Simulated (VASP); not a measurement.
NbTe: relaxation of cell and atoms with PBE+D4

Crystal: NbTe.

```
Nb Te
1.0
     3.42570    0.00000    0.00000
     0.00000    3.42570    0.00000
     0.00000    0.00000    3.42570
Nb Te
1 1
Direct
  0.50000 0.50000 0.50000
  0.00000 0.00000 0.00000
```

```
Program                : VASP 6.6.1
Task                   : relaxation of cell and atoms
Functional             : PBE
Dispersion             : D4
Potentials or basis    : VASP PAW PBE potentials, release 64 (Nb_sv, Te)
Cutoff                 : 600 eV
k mesh                 : 8 × 8 × 8
Occupations            : fermi-dirac, width 0.05 eV
Spin                   : no spin polarisation
Dipole correction      : no
Further INCAR settings : ALGO = Normal; EDIFF = 1e-06; IBRION = 2; EDIFFG = -0.01; NSW = 60; ISIF = 3
```

```json
{"Relaxed volume": "19.50 Å³/atom", "Relaxed cell": "a = 3.391 Å, b = 3.391 Å, c = 3.391 Å, α = 90.00°, β = 90.00°, γ = 90.00°", "Space group after relaxing (to 0.05 Å)": "Pm-3m (No. 221)", "Energy gained by relaxing": "8.0 meV/atom", "Ionic steps": "3", "Pressure after relaxing": "0.0 GPa", "Dispersion energy per atom": "-0.527 eV"}
```

The path:
| step | energy change (eV) | largest force (eV/Å) | pressure (GPa) | volume (Å³) |
| --- | --- | --- | --- | --- |
| 1 | 0.0000 | 0.0000 | -4.06 | 40.20 |
| 2 | 0.0186 | 0.0000 | 6.93 | 37.31 |
| 3 | -0.0160 | 0.0000 | -0.03 | 38.99 |

Final structure:
```
CELL_PARAMETERS angstrom
3.39101 0.00000 0.00000
0.00000 3.39101 0.00000
0.00000 0.00000 3.39101
ATOMIC_POSITIONS crystal
Nb 0.50000 0.50000 0.50000
Te 0.00000 0.00000 0.00000
```

Levels at points of the mesh, in eV from the Fermi level:
```tsv
k point	band 7	band 8	band 9	band 10	band 11	band 12
(0.00, 0.00, 0.00)	-2.81	-1.20	-1.20	-1.20	1.08	1.08
(0.50, 0.00, 0.00)	-2.90	-2.90	-2.02	1.24	2.37	4.45
(0.50, 0.50, 0.00)	-5.67	-2.72	-0.41	-0.41	0.68	1.32
(0.50, 0.50, 0.50)	-6.64	-6.64	2.08	2.08	2.08	2.71
```

Run time: 49 s on 1 thread of Intel Xeon 6975P-C (shared host), peak memory 0.18 GiB.

Caveat: spin-orbit coupling is left out, which moves the levels of the heavy elements; pairwise dispersion overbinds metals, which lowers pressure and volume.
